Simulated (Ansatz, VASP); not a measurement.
## Ga in VASP and in Ansatz

Contents of INCAR:

```
  PREC = Accurate
  ENCUT = 600
  EDIFF = 1E-6
  ISMEAR = -1
  SIGMA = 0.1
  LREAL = F
  LASPH = T
  NELM = 80
  ALGO = Normal
  ISIF = 3
  LWAVE = F
  LCHARG = F
  GGA = PS
  IBRION = 2
  NSW = 80
  EDIFFG = -0.01
```

The input KPOINTS:

```
Automatic mesh
0
Gamma
  12 12 4
```

The input POSCAR:

```
Ga
1.0
    3.0261186087      0.0000000000      0.0000000000
   -1.5130593044      2.6206955900      0.0000000000
    0.0000000000      0.0000000000      9.8833033761
Ga
4
Direct
    0.0000000000      0.0000000000      0.0000000000
    0.0000000000      0.0000000000      0.5000000000
    0.3333333333      0.6666666667      0.2500000000
    0.6666666667      0.3333333333      0.7500000000
```

Input for Ansatz:

```yaml
crystal:
  lattice:
    - [3.0261186087, 0.0, 0.0]
    - [-1.5130593044, 2.62069559, 0.0]
    - [0.0, 0.0, 9.8833033761]
  atoms:
    - { symbol: Ga, position: [0.0, 0.0, 0.0] }
    - { symbol: Ga, position: [0.0, 0.0, 0.5] }
    - { symbol: Ga, position: [0.3333333333, 0.6666666667, 0.25] }
    - { symbol: Ga, position: [0.6666666667, 0.3333333333, 0.75] }
hamiltonian:
  xc: pbesol
  pseudopotentials:
    kind: paw
    azcp:
      Ga: "pseudopotentials/Ga.paw.azcp"
basis:
  ecutwfc: 420
  fft_grid_basis: typed
kpoints:
  mp_grid: { grid: [12, 12, 4], shift: [0, 0, 0] }
magnetization:
  spin_polarized: false
scf:
  occupations: { method: fermi_dirac, width: 0.1 }
relax:
  max_steps: 60
  f_tol: 0.01
  cell: {}
output:
  write_density: true
  write_potential: true
  elf: true
  volumetric_format: npy
```

Alike in both runs: task relaxation of cell and atoms; functional PBEsol; k mesh 12 × 12 × 4; occupations fermi-dirac, width 0.1 eV; no spin polarisation.

|  | VASP | Ansatz |
| --- | --- | --- |
| version | VASP 6.6.1 | Ansatz 0.2.0 |
| potentials or method | VASP PAW PBE potentials, release 64 (Ga_d), cutoff 600 eV | plane waves (420 eV) with PAW, scalar-relativistic |
| valence electrons in the cell | 52 | 52 |

```csv
,VASP,Ansatz,Ansatz less VASP
relaxed volume (Å³/atom),17.76,17.75,-0.006
relaxed length of the cell vector where the two differ most in proportion (Å),9.563,9.531,-0.0324
```

VASP's potentials were made for PBE, not for PBEsol, and Ansatz warns of the same on its side.
